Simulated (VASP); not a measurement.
# Ti2W3 in VASP: further runs, part 2 of 2

VASP 6.6.1.

### Step 3. Single point, PBE

This run uses another cell than the first one: it holds 10 atoms, not 5.

File INCAR:

```
  PREC = Accurate
  ENCUT = 520
  EDIFF = 1E-6
  ISMEAR = 0
  SIGMA = 0.2
  LREAL = False
  LASPH = True
  NELM = 80
  ALGO = Fast
  ISIF = 2
  LWAVE = False
  LCHARG = False
  GGA = PE
  NBANDS = 77
```

File KPOINTS:

```
regular mesh
0
Gamma
  8 4 2
```

File POSCAR:

```
Ti2W3
1.0
    1.5885522073     -2.2686421723      0.0000000000
    4.7656566219      2.2686421723      0.0000000000
    1.5885522073      0.0000000000     11.2238924470
Ti W
4 6
Direct
    0.0499182047      0.0499182047      0.8003271812
    0.5499182047      0.5499182047      0.8003271812
    0.4500817953      0.4500817953      0.1996728188
    0.9500817953      0.9500817953      0.1996728188
    0.1496160429      0.1496160429      0.4015358286
    0.6496160429      0.6496160429      0.4015358286
    0.3503839571      0.3503839571      0.5984641714
    0.8503839571      0.8503839571      0.5984641714
    0.2500000000      0.2500000000      0.0000000000
    0.7500000000      0.7500000000      0.0000000000
```

Potentials or basis: VASP PAW PBE potentials, release 64 (Ti_sv, W_sv).

Run with:

```sh
cat potpaw_PBE.64/Ti_sv/POTCAR potpaw_PBE.64/W_sv/POTCAR > POTCAR
mpirun -np 1 vasp_std > vasp.out
```

OUTCAR:

```text
PREC = Accurate
   ENCUT = 520
   EDIFF = 1E-6
   ISMEAR = 0
   LREAL = False
   LASPH = True
   NELM = 80
   ISIF = 2
   GGA = PE

 ion  position               nearest neighbor table
   1  0.050  0.050  0.800-  10 2.75   9 2.75   7 2.77   8 2.77   2 2.77   2 2.77  10 3.19   9 3.19
                             7 3.21   8 3.21
   2  0.550  0.550  0.800-   9 2.75  10 2.75   8 2.77   7 2.77   1 2.77   1 2.77   9 3.19  10 3.19
                             8 3.21   7 3.21
   3  0.450  0.450  0.200-  10 2.75   9 2.75   5 2.77   6 2.77   4 2.77   4 2.77   9 3.19  10 3.19
                             6 3.21   5 3.21
   4  0.950  0.950  0.200-   9 2.75  10 2.75   6 2.77   5 2.77   3 2.77   3 2.77  10 3.19   9 3.19
                             5 3.21   6 3.21
   5  0.150  0.150  0.402-   7 2.72   8 2.72   3 2.77   4 2.77   6 2.77   6 2.77   8 3.17   7 3.17
                             6 3.18   6 3.18   3 3.21   4 3.21
   6  0.650  0.650  0.402-   8 2.72   7 2.72   4 2.77   3 2.77   5 2.77   5 2.77   7 3.17   8 3.17
                             5 3.18   5 3.18   4 3.21   3 3.21
   7  0.350  0.350  0.598-   5 2.72   6 2.72   1 2.77   2 2.77   8 2.77   8 2.77   6 3.17   5 3.17
                             8 3.18   8 3.18   2 3.21   1 3.21
   8  0.850  0.850  0.598-   6 2.72   5 2.72   2 2.77   1 2.77   7 2.77   7 2.77   5 3.17   6 3.17
                             7 3.18   7 3.18   1 3.21   2 3.21
   9  0.250  0.250  0.000-   2 2.75   4 2.75   3 2.75   1 2.75  10 2.77  10 2.77  10 3.18  10 3.18
                             2 3.19   3 3.19   1 3.19   4 3.19
  10  0.750  0.750  0.000-   1 2.75   3 2.75   2 2.75   4 2.75   9 2.77   9 2.77   9 3.18   9 3.18
                             1 3.19   4 3.19   2 3.19   3 3.19

  LATTYP: Found a triclinic cell.
 ALAT       =     2.7695189873
 B/A-ratio  =     2.5234915771
 C/A-ratio  =     5.3794919168
 COS(alpha) =     0.0028737136
 COS(beta)  =     0.4916809902
 COS(gamma) =     0.6673312822

  Lattice vectors:

 A1 = (  -1.5885522073,   2.2686421723,   0.0000000000)
 A2 = (   1.5885522073,   6.8059265169,   0.0000000000)
 A3 = (  -9.5313132438,   2.2686421723, -11.2238924470)

Analysis of symmetry for initial positions (statically):
[... 187 lines left out ...]
 RMM-DIIS sequential band-by-band and
 Gauss-broadening in eV      SIGMA  =   0.20
  energy-cutoff  :      520.00
  volume of cell :      161.80
 maximum number of plane-waves:      4386
 NGX is ok and might be reduce to    24

 number of electron     132.0000017 magnetization

 Free energy of the ion-electron system (eV)
  ---------------------------------------------------
  ext. energy  EPLUGINS =         0.00000000
  ---------------------------------------------------
  free energy    TOTEN  =      -109.33913690 eV

  energy without entropy =     -109.10554092  energy(sigma->0) =     -109.22233891

 E-fermi :   9.8283     XC(G=0): -12.8584

 val. band max:        9.8275191193   @ k =  -0.1250   0.2500   0.0000
 cond. band min:       9.8297435128   @ k =   0.2500   0.2500   0.0000
 fundamental gap:      0.0022243935
 Fermi energy:         9.8283257174

 k-point     1 :       0.0000    0.0000    0.0000
  band No.  band energies     occupation
      1     -63.8005      2.00000
      2     -63.7281      2.00000
      3     -63.7047      2.00000
      4     -63.7047      2.00000
      5     -63.5417      2.00000
      6     -63.4821      2.00000
[... 1909 lines left out ...]
     76      12.2446      0.00000
     77      12.5285      0.00000

 [... further k-points ...]

------------------------ aborting loop because EDIFF is reached ----------------------------------------

  FORCE on cell =-STRESS in cart. coord.  units (eV):
  Direction    XX          YY          ZZ          XY          YZ          ZX
  --------------------------------------------------------------------------------------
  -------------------------------------------------------------------------------------
  Total        0.0164588      0.2229596      0.4575270      0.1577011      0.0546564      0.0008065
  in kB        0.1629808      2.2078308      4.5306065      1.5616163      0.5412284      0.0079859
  external PRESSURE =       2.3004727 kB  Pullay stress =       0.0000000 kB

 VOLUME and BASIS-vectors are now :
 -----------------------------------------------------------------------------
  energy-cutoff  :      520.00
  volume of cell :      161.80
      direct lattice vectors                 reciprocal lattice vectors
     1.588552207 -2.268642172  0.000000000     0.157376005 -0.330594225 -0.022273913
     4.765656622  2.268642172  0.000000000     0.157376005  0.110198075 -0.022273913
     1.588552207  0.000000000 11.223892447     0.000000000  0.000000000  0.089095651

 POSITION                                       TOTAL-FORCE (eV/Angst)
 -----------------------------------------------------------------------------------
      1.58855      0.00000      8.98279         0.000142      0.001602      0.015671
      4.76566      0.00000      8.98279         0.000142      0.001602      0.015671
      3.17710      0.00000      2.24111        -0.000142     -0.001602     -0.015671
      6.35421      0.00000      2.24111        -0.000142     -0.001602     -0.015671
      1.58855      0.00000      4.50679        -0.005069      0.002544     -0.039493
      4.76566      0.00000      4.50679        -0.005069      0.002544     -0.039493
      3.17710      0.00000      6.71710         0.005069     -0.002544      0.039493
      6.35421      0.00000      6.71710         0.005069     -0.002544      0.039493
      1.58855      0.00000      0.00000         0.000000      0.000000      0.000000
      4.76566      0.00000      0.00000         0.000000     -0.000000      0.000000
 -----------------------------------------------------------------------------------
    total drift:                                0.000000     -0.000000      0.000000

  FREE ENERGIE OF THE ION-ELECTRON SYSTEM (eV)
  ---------------------------------------------------
  free  energy   TOTEN  =      -109.3391369035 eV

  energy  without entropy=     -109.1055409202  energy(sigma->0) =     -109.22233891
```

Run time: 15 min. Hardware: 1 thread of Intel Xeon 6975P-C (Granite Rapids), shared host; peak memory 0.48 GiB.

Results:

```
Free energy            : -109.3391 eV
Pressure               : 0.2 GPa
Largest force          : 0.040 eV/Å
Band gap on the k mesh : zero (bands 66 and 67 overlap by 0.74 eV)
```

Forces on the atoms (eV/Å):
```
Ti   0.000  0.002  0.016
Ti   0.000  0.002  0.016
Ti   0.000 -0.002 -0.016
Ti   0.000 -0.002 -0.016
W   -0.005  0.003 -0.039
W   -0.005  0.003 -0.039
W    0.005 -0.003  0.039
W    0.005 -0.003  0.039
W    0.000  0.000  0.000
W    0.000  0.000  0.000
```

Levels at points of the mesh, in eV from the Fermi level:
| k point | band 63 | band 64 | band 65 | band 66 | band 67 | band 68 | band 69 | band 70 |
| --- | --- | --- | --- | --- | --- | --- | --- | --- |
| (0.00, 0.00, 0.00) | 0.02 | 0.21 | 0.33 | 0.53 | 0.53 | 0.58 | 0.67 | 0.68 |
| (0.50, 0.00, 0.00) | -0.86 | -0.86 | -0.70 | -0.70 | 0.46 | 0.46 | 0.83 | 0.83 |
| (0.00, 0.50, 0.00) | -0.66 | -0.66 | -0.28 | -0.28 | 0.00 | 0.00 | 0.10 | 0.10 |
| (0.50, 0.50, 0.00) | -0.16 | 0.31 | 0.53 | 0.53 | 1.05 | 1.19 | 1.32 | 1.56 |
| (0.00, 0.00, 0.50) | 0.14 | 0.39 | 0.42 | 0.44 | 0.53 | 0.53 | 0.59 | 0.76 |
| (0.50, 0.00, 0.50) | -0.99 | -0.99 | -0.48 | -0.48 | 0.04 | 0.04 | 0.57 | 0.57 |
| (0.00, 0.50, 0.50) | -0.63 | -0.63 | -0.24 | -0.24 | -0.04 | -0.04 | 0.15 | 0.15 |
| (0.50, 0.50, 0.50) | 0.15 | 0.20 | 0.53 | 0.53 | 1.32 | 1.50 | 1.71 | 1.78 |

Caveat: spin-orbit coupling is left out, which moves the levels of the heavy elements.

### Step 4. Single point, PBE

This run uses another cell than the first one: it holds 10 atoms, not 5.

File INCAR:

```
PREC = Accurate
ENCUT = 520
EDIFF = 1E-6
ISMEAR = 0
SIGMA = 0.2
LREAL = F
LASPH = T
NELM = 80
ALGO = Fast
ISIF = 2
LWAVE = F
LCHARG = F
GGA = PE
NBANDS = 77
```

File KPOINTS:

```
Automatic mesh
0
Gamma
  8 4 2
```

File POSCAR:

```
Ti2W3
1.0
    1.5843764143     -2.2665277795     -0.0011366762
    4.7622230294      2.2729087694      0.0004526812
    1.5854439163      0.0063874136     11.2380592412
Ti W
4 6
Direct
    0.0500280963      0.0499859920      0.8005188790
    0.5500322694      0.5499986149      0.8005194284
    0.4499802155      0.4499872446      0.1994762716
    0.9499940364      0.9500013410      0.1994866077
    0.1493532900      0.1495792937      0.4014893853
    0.6493675990      0.6495754363      0.4014868113
    0.3506767468      0.3504430259      0.5985122969
    0.8506689775      0.8504424918      0.5985116095
    0.2499863915      0.2499824753      0.0000008694
    0.7499123775      0.7500040846     -0.0000021590
```

Run with:

```sh
cat potpaw_PBE.64/Ti_sv/POTCAR potpaw_PBE.64/W_sv/POTCAR > POTCAR
mpirun -np 1 vasp_std > vasp.out
```

Wall time 16 min (1 thread of Intel Xeon 6975P-C (Granite Rapids), shared host); peak memory 0.49 GiB.

Results (log left out):

```
Free energy            : -109.3396 eV
Pressure               : 0.2 GPa
Largest force          : 0.034 eV/Å
Band gap on the k mesh : zero (bands 66 and 67 overlap by 0.76 eV)
```

Forces on the atoms (eV/Å):
```
Ti   0.001  0.001 -0.002
Ti   0.000  0.000 -0.002
Ti   0.000  0.000  0.002
Ti  -0.001  0.000  0.001
W   -0.001  0.001 -0.034
W   -0.001  0.001 -0.034
W    0.001 -0.001  0.034
W    0.000 -0.001  0.034
W    0.000  0.001  0.000
W    0.000 -0.002  0.001
```

Levels at points of the mesh, in eV from the Fermi level:
```csv
k point,band 64,band 65,band 66,band 67,band 68,band 69
"(0.00, 0.00, 0.00)",0.20,0.33,0.52,0.53,0.56,0.66
"(0.50, 0.00, 0.00)",-0.86,-0.69,-0.69,0.45,0.45,0.83
"(0.00, 0.50, 0.00)",-0.66,-0.28,-0.28,-0.01,-0.01,0.10
"(0.50, 0.50, 0.00)",0.32,0.54,0.55,1.04,1.20,1.33
"(0.00, 0.00, 0.50)",0.38,0.42,0.43,0.52,0.53,0.60
"(0.50, 0.00, 0.50)",-0.98,-0.49,-0.49,0.04,0.04,0.57
"(0.00, 0.50, 0.50)",-0.63,-0.25,-0.25,-0.05,-0.05,0.15
"(0.50, 0.50, 0.50)",0.20,0.53,0.54,1.34,1.50,1.71
```

Caveat: spin-orbit coupling is left out, which moves the levels of the heavy elements.

### Step 5. Overview

| cell | k mesh | smearing | further INCAR settings | gap on the mesh (eV) | pressure (GPa) | largest force (eV/Å) |
| --- | --- | --- | --- | --- | --- | --- |
| a = 11.471, b = 11.361, c = 2.755 Å, angles 85.4, 80.8, 13.9°, 5 atoms, atomic positions A | 6 × 6 × 6 | gaussian 0.1 eV | ALGO = Fast; EDIFF = 1e-06; NBANDS = 41 | none | 1.5 | 0.16 |
| a = 2.770, b = 5.278, c = 11.336 Å, angles 82.7, 85.4, 80.5°, 10 atoms, atomic positions B | 8 × 4 × 2 | gaussian 0.2 eV | ALGO = Fast; EDIFF = 1e-06; NBANDS = 77 | none | 0.2 | 0.04 |
| a = 2.765, b = 5.277, c = 11.349 Å, angles 82.7, 85.5, 80.6°, 10 atoms, atomic positions C | 8 × 4 × 2 | gaussian 0.2 eV | ALGO = Fast; EDIFF = 1e-06; NBANDS = 77 | none | 0.2 | 0.03 |

Alike in all rows: task single point; level PBE; potentials or basis VASP PAW PBE potentials, release 64 (Ti_sv, W_sv); no spin polarisation; cutoff (eV) 520.

Caveats: some runs use coarse meshes; spin-orbit coupling is left out, which moves the levels of the heavy elements.

Absolute energies hang on the potentials; compare differences alone.

The gap in the log of VASP goes by the Fermi energy; the results here count the filled bands.